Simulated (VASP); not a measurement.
Set up this calculation in VASP 6.6.1, as the native input.

* Task: single point
* Functional: PBE
* Potentials or basis: VASP PAW PBE potentials, release 64 (Ti_sv)
* Cutoff: 520 eV
* k mesh: 10 × 10 × 6
* Occupations: fermi-dirac, width 0.05 eV
* Spin: no spin polarisation
* Dipole correction: no
* Further INCAR settings: ALGO = Normal; EDIFF = 1e-07; NBANDS = 19

The structure of Ti lies in POSCAR:

```
Ti
1.0
    2.8897790207      0.0000000000      0.0000000000
   -1.4448895104      2.5026220433      0.0000000000
    0.0000000000      0.0000000000      4.5844629888
Ti
2
Direct
    0.6666666667      0.3333333333      0.7500000000
    0.3333333333      0.6666666667      0.2500000000
```

One way to write it, as run:

INCAR

```
ALGO = Normal ; EDIFF = 1E-7
ENCUT = 520 ; GGA = PE
ISIF = 2 ; ISMEAR = -1
LASPH = T ; LCHARG = F
LREAL = F ; LWAVE = F
NBANDS = 19 ; NELM = 60
PREC = Accurate ; SIGMA = 0.05
```

KPOINTS

```
k-points
0
Gamma
  10 10 6
```

Potentials or basis: VASP PAW PBE potentials, release 64 (Ti_sv).

Command:

```sh
$ cat potpaw_PBE.64/Ti_sv/POTCAR > POTCAR
$ mpirun -np 1 vasp_std > vasp.out
```

Results of the run:

```json
{
  "Pressure": "5.5 GPa",
  "Band gap on the k mesh": "zero (bands 12 and 13 overlap by 1.01 eV)"
}
```

Caveat: the cell stands under pressure.

Run time: 50 s on 1 thread of Intel(R) Xeon(R) Platinum 8375C CPU @ 2.90GHz (Ice Lake) (shared host), peak memory 0.17 GiB.
